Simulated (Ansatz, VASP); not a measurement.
Sb in VASP and in Ansatz

```
CELL_PARAMETERS angstrom
3.90594 0.00000 0.00000
-1.95297 3.38264 0.00000
0.00000 0.00000 28.00000
ATOMIC_POSITIONS crystal
Sb 0.33333 0.66667 0.53053
Sb 0.66667 0.33333 0.46947
```

Change from the starting cell: biaxial strain -0.040, atoms relaxed.

Alike in both runs: functional PBE; dispersion D3(BJ); k mesh 9 × 9 × 1; occupations gaussian, width 0.02 eV; no spin polarisation.

Ansatz relaxed the structure, and its values are those at the end. VASP's run is a single point on that final structure, the one shown.

|  | VASP | Ansatz |
| --- | --- | --- |
| version | VASP 6.6.1 | Ansatz 0.2.0 |
| potentials or method | VASP PAW PBE potentials, release 64 (Sb_d_GW), cutoff 400 eV | scalar-relativistic, plane waves, PAW |
| valence electrons in the cell | 30 | 30 |

```csv
,VASP,Ansatz,Ansatz less VASP
gap on the k mesh at the Fermi level (eV),0.54,0.53,-0.002
least direct gap on the mesh (eV),1.84,1.84,-0.002
rms of the force components (eV/Å),0.006,0.005,-0.0003
```

Ansatz's warnings: stress scf threshold loose.

Neither program's run includes spin-orbit coupling.
